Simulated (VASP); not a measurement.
A run of VASP 6.6.1:

The input INCAR:

```
SYSTEM = SiC
PREC = Accurate
ENCUT = 520
EDIFF = 1E-6
ISMEAR = -1
SIGMA = 0.08
LREAL = .False.
LASPH = .True.
NELM = 60
ALGO = Normal
ISIF = 2
LWAVE = .False.
LCHARG = .False.
GGA = PE
NBANDS = 11
```

KPOINTS

```
Automatic mesh
0
Gamma
  14 14 14
  0 0 0
```

The input POSCAR:

```
SiC
1.0
    2.6422246878      0.0000000000      0.0000000000
    0.0000000000      2.6422246878      0.0000000000
    0.0000000000      0.0000000000      2.6422246878
Si C
1 1
Direct
    0.0000000000      0.0000000000      0.0000000000
    0.5000000000      0.5000000000      0.5000000000
```

Potentials or basis: VASP PAW PBE potentials, release 64 (Si, C).

Run with:

```sh
$ cat potpaw_PBE.64/Si/POTCAR potpaw_PBE.64/C/POTCAR > POTCAR
$ mpirun -np 1 vasp_std > vasp.out
```

Hardware: 1 thread of Intel Xeon 8259CL, with other jobs on the host.

Task: Estimate the wall time of this run.

Result: Run time: 21 s on 1 thread of Intel Xeon 8259CL, on a shared host, peak memory 0.13 GiB. Counts: scf iterations 11, k points 120.
